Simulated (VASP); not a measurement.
Runs of VASP 6.6.1 on ZnCu. The structure is that of space group Pm-3m (No. 221), or close to it. The cells are those of the table. 

| task | level | potentials or basis | cell | cutoff (eV) | gap on the mesh (eV) | pressure (GPa) |
| --- | --- | --- | --- | --- | --- | --- |
| single point | r2SCAN | VASP PAW PBE potentials, release 64 (Zn, Cu) | a = 2.958 Å, 2 atoms | 520 | none | -4.2 |
| single point | r2SCAN | VASP PAW PBE potentials, release 64 (Zn, Cu) | a = 2.919 Å, 2 atoms | 520 | none | (a) |
| single point | r2SCAN | VASP PAW PBE potentials, release 64 (Zn, Cu) | a = 2.900 Å, 2 atoms | 520 | none | 3.3 |
| single point | PBE | VASP PAW PBE potentials, release 64 (Zn, Cu) | a = 2.963 Å, 2 atoms | 520 | none | 0.6 |
| single point | LDA | VASP PAW LDA potentials, release 64 (Zn, Cu) | a = 2.869 Å, 2 atoms | 520 | none | 1.1 |
| single point | PBEsol | VASP PAW PBE potentials, release 64 (Zn, Cu) | a = 2.907 Å, 2 atoms | 520 | none | 0.8 |
| single point | r2SCAN | VASP PAW PBE potentials, release 64 (Zn, Cu) | a = 2.860 Å, 2 atoms | 520 | none | (c) |
| relaxation of cell and atoms | PBE | VASP PAW PBE potentials, release 64 (Zn, Cu) | relaxed from a = 2.945 Å, 2 atoms | 600 | none | 0.0 |
| single point | r2SCAN | VASP PAW PBE potentials, release 64 (Zn, Cu) | a = 2.977 Å, 2 atoms | 520 | none | -6.2 |
| single point | r2SCAN | VASP PAW PBE potentials, release 64 (Zn, Cu) | a = 2.880 Å, 2 atoms | 520 | none | 6.5 |
| single point | r2SCAN | VASP PAW PBE potentials, release 64 (Zn, Cu) | a = 2.939 Å, 2 atoms | 520 | none | (b) |

Alike in all rows: no spin polarisation; k mesh 11 × 11 × 11; smearing fermi-dirac 0.1 eV.

Estimate the missing entries.

(a) 0.5; (b) -2.0; (c) 10.4.

Caveats: the PAW data sets were made with another functional, which shifts forces and pressure a little (some runs).

A gap of «none» marks levels without a gap at the run's occupations.
